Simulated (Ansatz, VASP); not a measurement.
**Two plane-wave programs on Be2Cd2S**

File INCAR:

```
SYSTEM = Be2Cd2S
  PREC = Accurate
  ENCUT = 600
  EDIFF = 1E-6
  ISMEAR = 0
  SIGMA = 0.1
  LREAL = .False.
  LASPH = .True.
  NELM = 60
  ALGO = Normal
  ISIF = 3
  LWAVE = .False.
  LCHARG = .False.
  GGA = PE
  IBRION = 2
  NSW = 100
  EDIFFG = -0.01
```

The input KPOINTS:

```
regular mesh
0
Gamma
  10 10 6
  0 0 0
```

Contents of POSCAR:

```
Be2Cd2S
1.0
    3.7825697634      0.0000000000      0.0000000000
    0.0000000000      3.7825697634      0.0000000000
    0.0000000000      0.0000000000      7.7345262605
Be Cd S
2 2 1
Direct
    0.5000000000      0.0000000000      0.7487792965
    0.0000000000      0.5000000000      0.7487792965
    0.5000000000      0.0000000000      0.0874060396
    0.0000000000      0.5000000000      0.0874060396
    0.0000000000      0.0000000000      0.6078207779
```

Input for Ansatz:

```yaml
crystal:
  lattice:
    - [3.7825697634, 0.0, 0.0]
    - [0.0, 3.7825697634, 0.0]
    - [0.0, 0.0, 7.7345262605]
  atoms:
    - { symbol: Be, position: [0.5, 0.0, 0.7487792965] }
    - { symbol: Be, position: [0.0, 0.5, 0.7487792965] }
    - { symbol: Cd, position: [0.5, 0.0, 0.0874060396] }
    - { symbol: Cd, position: [0.0, 0.5, 0.0874060396] }
    - { symbol: S, position: [0.0, 0.0, 0.6078207779] }
basis:
  ecutwfc: 420
kpoints:
  mp_grid: { grid: [10, 10, 6] }
hamiltonian:
  xc: pbe
scf:
  occupations: { method: gaussian, width: 0.1 }
output:
  forces: true
  stress: true
  eigenvalues: true
relax:
  adjacent_minimum: "off"
  f_tol: 0.01
  max_steps: 80
  cell: { stress_tol: 0.05 }
```

Alike in both runs: task relaxation of cell and atoms; functional PBE; k mesh 10 × 10 × 6; occupations gaussian, width 0.1 eV; no spin polarisation.

|  | VASP | Ansatz |
| --- | --- | --- |
| version | VASP 6.6.1 | Ansatz 0.2.0 |
| potentials or method | VASP PAW PBE potentials, release 64 (Be, Cd, S), cutoff 600 eV | scalar-relativistic, plane waves, PAW |
| valence electrons in the cell | 34 | 50 |

```csv
,VASP,Ansatz,Ansatz less VASP
"gap on the k mesh at the Fermi level, each at its own relaxed structure (eV)",none,none,-
relaxed volume (Å³/atom),22.11,22.30,+0.195
relaxed length of the cell vector where the two differ most in proportion (Å),7.829,7.927,+0.0982
```

A gap of «none» marks a metal or a gap that the smearing closes. VASP's potentials hold 34 valence electrons a cell and Ansatz's 50, so a difference there can come from the potentials and not from the codes.
